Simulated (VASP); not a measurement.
# Pt in VASP: single point with PBEsol

Aim: the single point of Pt with PBEsol.

Program: VASP 6.6.1. These are calculated values, not measurements. Logs are shortened: lines on timing, memory, paths and dates and some standing lists are left out, and cuts for length are marked.

### Step 1. The cell of the first run

The cell holds a slab with vacuum, 14 atoms: a = 2.770 Å, b = 2.770 Å, c = 41.465 Å, α = 90.00°, β = 90.00°, γ = 90.00°.

### Step 2. Single point, PBEsol

Contents of INCAR:

```
SYSTEM = Pt
PREC = Accurate
ENCUT = 520
EDIFF = 1E-6
ISMEAR = 1
SIGMA = 0.1
LREAL = .FALSE.
LASPH = .TRUE.
NELM = 60
ALGO = Normal
ISIF = 2
LWAVE = .FALSE.
LCHARG = .FALSE.
LDIPOL = .TRUE.
IDIPOL = 3
DIPOL = 0.5 0.5 0.500
GGA = PS
NBANDS = 83
```

Contents of KPOINTS:

```
Automatic mesh
0
G
  12 12 1
  0 0 0
```

Contents of POSCAR:

```
Pt
1.0
    2.7702307980      0.0000000000      0.0000000000
    0.0000000000      2.7702307980      0.0000000000
    0.0000000000      0.0000000000     41.4650367710
Pt
14
Direct
    0.5000000000      0.5000000000      0.1929336285
    0.0000000000      0.0000000000      0.2401746087
    0.5000000000      0.5000000000      0.2874155890
    0.0000000000      0.0000000000      0.3346565692
    0.5000000000      0.5000000000      0.3818975494
    0.0000000000      0.0000000000      0.4291385297
    0.5000000000      0.5000000000      0.4763795099
    0.0000000000      0.0000000000      0.5236204901
    0.5000000000      0.5000000000      0.5708614703
    0.0000000000      0.0000000000      0.6181024506
    0.5000000000      0.5000000000      0.6653434308
    0.0000000000      0.0000000000      0.7125844110
    0.5000000000      0.5000000000      0.7598253913
    0.0000000000      0.0000000000      0.8070663715
```

Potentials or basis: VASP PAW PBE potentials, release 64 (Pt).

On the command line:

```sh
$ cat potpaw_PBE.64/Pt/POTCAR > POTCAR
$ mpirun -np 1 vasp_std > vasp.out
```

OUTCAR:

```text
SYSTEM = Pt
   PREC = Accurate
   ENCUT = 520
   EDIFF = 1E-6
   ISMEAR = 1
   LREAL = .FALSE.
   LASPH = .TRUE.
   NELM = 60
   ISIF = 2
   GGA = PS

 ion  position               nearest neighbor table
   1  0.500  0.500  0.193-   2 2.77   2 2.77   2 2.77   2 2.77
   2  0.000  0.000  0.240-   1 2.77   1 2.77   1 2.77   1 2.77   3 2.77   3 2.77   3 2.77   3 2.77

   3  0.500  0.500  0.287-   4 2.77   4 2.77   4 2.77   4 2.77   2 2.77   2 2.77   2 2.77   2 2.77

   4  0.000  0.000  0.335-   3 2.77   5 2.77   3 2.77   5 2.77   3 2.77   5 2.77   3 2.77   5 2.77
[... 15 lines left out ...]
  12  0.000  0.000  0.713-  11 2.77  11 2.77  11 2.77  11 2.77  13 2.77  13 2.77  13 2.77  13 2.77

  13  0.500  0.500  0.760-  14 2.77  14 2.77  14 2.77  14 2.77  12 2.77  12 2.77  12 2.77  12 2.77

  14  0.000  0.000  0.807-  13 2.77  13 2.77  13 2.77  13 2.77

  LATTYP: Found a simple tetragonal cell.
 ALAT       =     2.7702307980
 C/A-ratio  =    14.9680802051

  Lattice vectors:

 A1 = (   2.7702307980,   0.0000000000,   0.0000000000)
 A2 = (   0.0000000000,   2.7702307980,   0.0000000000)
 A3 = (   0.0000000000,   0.0000000000,  41.4650367710)

Analysis of symmetry for initial positions (statically):
=====================================================================
 Subroutine PRICEL returns:
 Original cell was already a primitive cell.

 Routine SETGRP: Setting up the symmetry group for a
 simple tetragonal supercell.

 Subroutine GETGRP returns: Found 16 space group operations
 (whereof  8 operations were pure point group operations)
 out of a pool of 16 trial point group operations.

The static configuration has the point symmetry C_4v.
 The point group associated with its full space group is D_4h.

Analysis of symmetry for dynamics (positions and initial velocities):
=====================================================================
 Subroutine PRICEL returns:
 Original cell was already a primitive cell.

 Routine SETGRP: Setting up the symmetry group for a
 simple tetragonal supercell.

 Subroutine GETGRP returns: Found 16 space group operations
 (whereof  8 operations were pure point group operations)
 out of a pool of 16 trial point group operations.

The dynamic configuration has the point symmetry C_4v.
 The point group associated with its full space group is D_4h.

 Subroutine INISYM returns: Found 16 space group operations
 (whereof  8 operations are pure point group operations),
 and found     1 'primitive' translations

----------------------------------------------------------------------------------------

                                     Primitive cell

  volume of cell :     318.2101

  direct lattice vectors                    reciprocal lattice vectors
     2.770230798  0.000000000  0.000000000     0.360980753  0.000000000  0.000000000
     0.000000000  2.770230798  0.000000000     0.000000000  0.360980753  0.000000000
     0.000000000  0.000000000 41.465036771     0.000000000  0.000000000  0.024116704

  length of vectors
     2.770230798  2.770230798 41.465036771     0.360980753  0.360980753  0.024116704

  position of ions in fractional coordinates (direct lattice)
     0.500000000  0.500000000  0.192933629
     0.000000000  0.000000000  0.240174609
     0.500000000  0.500000000  0.287415589
     0.000000000  0.000000000  0.334656569
     0.500000000  0.500000000  0.381897549
     0.000000000  0.000000000  0.429138530
     0.500000000  0.500000000  0.476379510
     0.000000000  0.000000000  0.523620490
     0.500000000  0.500000000  0.570861470
     0.000000000  0.000000000  0.618102451
     0.500000000  0.500000000  0.665343431
     0.000000000  0.000000000  0.712584411
     0.500000000  0.500000000  0.759825391
     0.000000000  0.000000000  0.807066371

  ion indices of the primitive-cell ions
   primitive index   ion index
                 1           1
                 2           2
                 3           3
                 4           4
                 5           5
[... 23 lines left out ...]
     0.000000000  0.000000000  0.024116704     0.000000000  0.000000000  1.000000000

  Length of vectors
     0.030081729  0.030081729  0.024116704

  Shift w.r.t. Gamma in fractional coordinates (k-lattice)
     0.000000000  0.000000000  0.000000000

 Subroutine IBZKPT returns following result:
 ===========================================

 Found     28 irreducible k-points:

 Following reciprocal coordinates:
            Coordinates               Weight
  0.000000  0.000000  0.000000      1.000000
  0.083333  0.000000  0.000000      4.000000
  0.166667  0.000000  0.000000      4.000000
  0.250000  0.000000  0.000000      4.000000
  0.333333  0.000000  0.000000      4.000000
  0.416667  0.000000  0.000000      4.000000
[... 16 lines left out ...]
  0.333333  0.333333  0.000000      4.000000
  0.416667  0.333333  0.000000      8.000000
 [... further k-points ...]
   k-points           NKPTS =     28   k-points in BZ     NKDIM =     28   number of bands    NBANDS=     83
   number of dos      NEDOS =    301   number of ions     NIONS =     14
   total plane-waves  NPLWV = 184320
   dimension x,y,z NGX =    24 NGY =   24 NGZ =  320
   dimension x,y,z NGXF=    48 NGYF=   48 NGZF=  640
   ions per type =              14
   NGX,Y,Z   is equivalent  to a cutoff of  14.40, 14.40, 12.83 a.u.
   NGXF,Y,Z  is equivalent  to a cutoff of  28.81, 28.81, 25.66 a.u.
 SYSTEM =  Pt
   PREC   = accura    normal or accurate (medium, high low for compatibility)
   ISTART =      0    job   : 0-new  1-cont  2-samecut
   ICHARG =      2    charge: 1-file 2-atom 10-const
   ISPIN  =      1    spin polarized calculation?
   LNONCOLLINEAR =      F non collinear calculations
   LSORBIT =      F    spin-orbit coupling
   LASPH  =      T    aspherical Exc in radial PAW
   ENCUT  =  520.0 eV  38.22 Ry    6.18 a.u.   5.15  5.15 77.10*2*pi/ulx,y,z
   NELM   =     60;   NELMIN=  2; NELMDL= -5     # of ELM steps
   EDIFF  = 0.1E-05   stopping-criterion for ELM
   LREAL  =      F    real-space projection
   EDIFFG = 0.1E-04   stopping-criterion for IOM
   NSW    =      0    number of steps for IOM
   IBRION =     -1    ionic relax: 0-MD 1-quasi-New 2-CG
   NFREE  =      0    steps in history (QN), initial steepest desc. (CG)
   ISIF   =      2    stress and relaxation
   ISYM   =      2    0-nonsym 1-usesym 2-fastsym
   POTIM  = 0.5000    time-step for ionic-motion
   TEBEG  =    0.0;   TEEND  =   0.0 temperature during run
   PSTRESS=    0.0 pullay stress
   NELECT =     140.0000    total number of electrons
   NUPDOWN=      -1.0000    fix difference up-down
   EMIN   =  10.00;   EMAX   =-10.00  energy-range for DOS
   EFERMI =   0.00;   METHOD = LEGACY
   ISMEAR =     1;   SIGMA  =   0.10  broadening in eV -4-tet -1-fermi 0-gaus
   EFERMI_NEDOS =   21; number of points for ismear=-14 and -15
   IALGO  =     38    algorithm
   IMIX   =      4    mixing-type and parameters
     AMIX     =   0.40;   BMIX     =  1.00
     AMIX_MAG =   1.60;   BMIX_MAG =  1.00
  volume/ion in A,a.u.               =      22.73       153.38
  Fermi-wavevector in a.u.,A,eV,Ry     =   1.245125  2.352945 21.093596  1.550336
  Thomas-Fermi vector in A             =   2.379361
   LORBIT       =      0    0 simple, 1 ext, 2 COOP (PROOUT), +10 PAW based schemes
   GGA     = PS    functional components
   LHFCALC =     F    Hartree Fock is set to
   AEXX    =    0.0000 exact exchange contribution
   IVDW    =     0    specifies the selected vdW correction
   LEPSILON=     F    determine dielectric tensor
   LRPA    =     F    only Hartree local field effects (RPA)
 non-spin polarized calculation
 Methfessel and Paxton  Order N= 1 SIGMA  =   0.10
  energy-cutoff  :      520.00
  volume of cell :      318.21
 maximum number of plane-waves:      8640
 NGX is ok and might be reduce to    24
   NGX = 11   NGY = 11   NGZ =155

 dipolmoment           0.000000      0.000000      0.000000 electrons x Angstroem

 number of electron     139.9999991 magnetization

 dipolmoment           0.000000      0.000000     -0.000000 electrons x Angstroem

 Free energy of the ion-electron system (eV)
  ---------------------------------------------------
  ext. energy  EPLUGINS =         0.00000000
  ---------------------------------------------------
  free energy    TOTEN  =       -95.34122030 eV

  energy without entropy =      -95.32256844  energy(sigma->0) =      -95.33500301

 E-fermi :   5.3816     XC(G=0):  -9.4609

 val. band max:        5.3803255409   @ k =   0.3333   0.3333   0.0000
 cond. band min:       5.3835181396   @ k =   0.4167   0.3333   0.0000
 fundamental gap:      0.0031925987
 Fermi energy:         5.3815729298

 k-point     1 :       0.0000    0.0000    0.0000
  band No.  band energies     occupation
      1      -4.8848      2.00000
      2      -4.6839      2.00000
      3      -4.3516      2.00000
      4      -3.9056      2.00000
      5      -3.3746      2.00000
      6      -2.7940      2.00000
[... 2029 lines left out ...]
     81      10.1328      0.00000
     82      10.5827      0.00000

 [... further k-points ...]

 [bands above 82 left out]

------------------------ aborting loop because EDIFF is reached ----------------------------------------

 vacuum level on the upper side and lower side of the slab       (xc-potential included)        -0.008        -0.008

  FORCE on cell =-STRESS in cart. coord.  units (eV):
  Direction    XX          YY          ZZ          XY          YZ          ZX
  --------------------------------------------------------------------------------------
  -------------------------------------------------------------------------------------
  Total       -5.7040668     -5.7040668     -1.9757294      0.0000000      0.0000000     -0.0000000
  in kB      -28.7197874    -28.7197874     -9.9477322      0.0000000      0.0000000     -0.0000000
  external PRESSURE =     -22.4624357 kB  Pullay stress =       0.0000000 kB

 VOLUME and BASIS-vectors are now :
 -----------------------------------------------------------------------------
  energy-cutoff  :      520.00
  volume of cell :      318.21
      direct lattice vectors                 reciprocal lattice vectors
     2.770230798  0.000000000  0.000000000     0.360980753  0.000000000  0.000000000
     0.000000000  2.770230798  0.000000000     0.000000000  0.360980753  0.000000000
     0.000000000  0.000000000 41.465036771     0.000000000  0.000000000  0.024116704

 POSITION                                       TOTAL-FORCE (eV/Angst)
 -----------------------------------------------------------------------------------
      1.38512      1.38512      8.00000        -0.000000     -0.000000      0.386701
      0.00000      0.00000      9.95885        -0.000000     -0.000000     -0.266624
      1.38512      1.38512     11.91770         0.000000     -0.000000     -0.083901
      0.00000      0.00000     13.87655        -0.000000     -0.000000     -0.055119
      1.38512      1.38512     15.83540         0.000000      0.000000     -0.015867
      0.00000      0.00000     17.79424         0.000000     -0.000000      0.005999
      1.38512      1.38512     19.75309         0.000000     -0.000000      0.025351
      0.00000      0.00000     21.71194        -0.000000     -0.000000     -0.025351
      1.38512      1.38512     23.67079        -0.000000      0.000000     -0.005999
      0.00000      0.00000     25.62964         0.000000     -0.000000      0.015867
      1.38512      1.38512     27.58849         0.000000      0.000000      0.055119
      0.00000      0.00000     29.54734         0.000000      0.000000      0.083901
      1.38512      1.38512     31.50619         0.000000      0.000000      0.266624
      0.00000      0.00000     33.46504         0.000000     -0.000000     -0.386701
 -----------------------------------------------------------------------------------
    total drift:                                0.000000     -0.000000     -0.000000

  FREE ENERGIE OF THE ION-ELECTRON SYSTEM (eV)
  ---------------------------------------------------
  free  energy   TOTEN  =       -95.3412202974 eV

  energy  without entropy=      -95.3225684371  energy(sigma->0) =      -95.33500301

 vacuum level on the upper side and lower side of the slab        11.189        11.189
```

Wall time 21 min (1 thread of Intel Xeon 6975P-C (Granite Rapids), shared host); peak memory 0.73 GiB.

What came out:

| Quantity | Value |
| --- | --- |
| Free energy | -95.3412 eV |
| Largest force | 0.387 eV/Å |
| Band gap on the k mesh | zero (bands 70 and 71 overlap by 1.66 eV) |

Forces on the atoms (eV/Å):
```
Pt   0.000  0.000  0.387
Pt   0.000  0.000 -0.267
Pt   0.000  0.000 -0.084
Pt   0.000  0.000 -0.055
Pt   0.000  0.000 -0.016
Pt   0.000  0.000  0.006
Pt   0.000  0.000  0.025
Pt   0.000  0.000 -0.025
Pt   0.000  0.000 -0.006
Pt   0.000  0.000  0.016
Pt   0.000  0.000  0.055
Pt   0.000  0.000  0.084
Pt   0.000  0.000  0.267
Pt   0.000  0.000 -0.387
```

Caveat: the PAW data sets were made with another functional, which shifts forces and pressure a little; spin-orbit coupling is left out, which moves the levels of the heavy elements.
